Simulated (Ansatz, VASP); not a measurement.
# Au: VASP beside Ansatz

Contents of INCAR:

```
SYSTEM = Au
PREC     = Accurate       ! precision mode
ENCUT    = 500            ! plane-wave cutoff, eV
EDIFF    = 1E-6           ! SCF threshold, eV
ISMEAR   = -1             ! smearing method
SIGMA    = 0.1            ! smearing width, eV
LREAL    = .False.        ! projectors in reciprocal space
LASPH    = .True.         ! aspherical terms in the spheres
NELM     = 200            ! most SCF steps
ALGO     = Normal         ! electronic algorithm
ISIF     = 2              ! what is computed and relaxed
LWAVE    = .False.        ! write WAVECAR
LCHARG   = .False.        ! write CHGCAR
ISPIN    = 2              ! spin polarisation
MAGMOM   = 0              ! initial moments
LORBIT   = 11             ! projections on sites
LMAXMIX  = 4              ! l up to which the mixer works
GGA      = LIBXC          ! functional
LIBXC1   = GGA_X_PBE    
LIBXC2   = LDA_C_PW     
NBANDS   = 16             ! bands
GGA_COMPAT= .False.
```

File KPOINTS:

```
Automatic mesh
0
Gamma
  11 11 11
  0 0 0
```

Contents of POSCAR:

```
Au
1.0
    0.0000000000      2.0350000000      2.0350000000
    2.0350000000      0.0000000000      2.0350000000
    2.0350000000      2.0350000000      0.0000000000
Au
1
Direct
    0.0000000000      0.0000000000      0.0000000000
```

Contents of input.yaml:

```yaml
crystal:
  lattice: { a: 4.07, b: 4.07, c: 4.07, alpha: 90.0, beta: 90.0, gamma: 90.0 }
  space_group: 225
  setting: { hermann_mauguin: Fm-3m }
  reduce_to_primitive: true
  atoms:
    - { symbol: Au, position: [0.0, 0.0, 0.0], spin: 0.5 }
kpoints:
  mp_grid: { grid: [11, 11, 11] }
scf:
  occupations: { method: fermi_dirac, width: 0.1 }
hamiltonian:
  xc: { exchange: pbe, correlation: lda }
  pseudopotentials: { kind: all_electron, datasets: crystal }
magnetization:
  spin_polarized: true
output:
  forces: true
  stress: true
  eigenvalues: true
  dos: { projected: false, de: 0.1, e_range: [-14, 6] }
  elf: true
  volumetric_format: npy
```

Alike in both runs: functional pbe exchange, lda correlation; k mesh 11 × 11 × 11; occupations fermi-dirac, width 0.1 eV; collinear spin.

|  | VASP | Ansatz |
| --- | --- | --- |
| version | VASP 6.6.1 | Ansatz 0.2.0 |
| potentials or method | VASP PAW PBE potentials, release 64 (Au), cutoff 500 eV | all-electron PAW datasets made for the crystal |
| task | single point | density of states |

|  | VASP | Ansatz | Ansatz less VASP |
| --- | --- | --- | --- |
| gap on the k mesh at the Fermi level (eV) | none | none | - |
| net moment per atom (μB) | 0.00 | 0.00 | 0.000 |

VASP's potentials were made for PBE, not for pbe exchange, lda correlation. A gap of «none» marks a metal or a gap that the smearing closes. Ansatz ran all-electron here, and VASP with PAW potentials.

Neither program's run includes spin-orbit coupling. Noted on Ansatz's run: the program warned that the printed levels may be off, so bands, gaps and densities of states are rough.
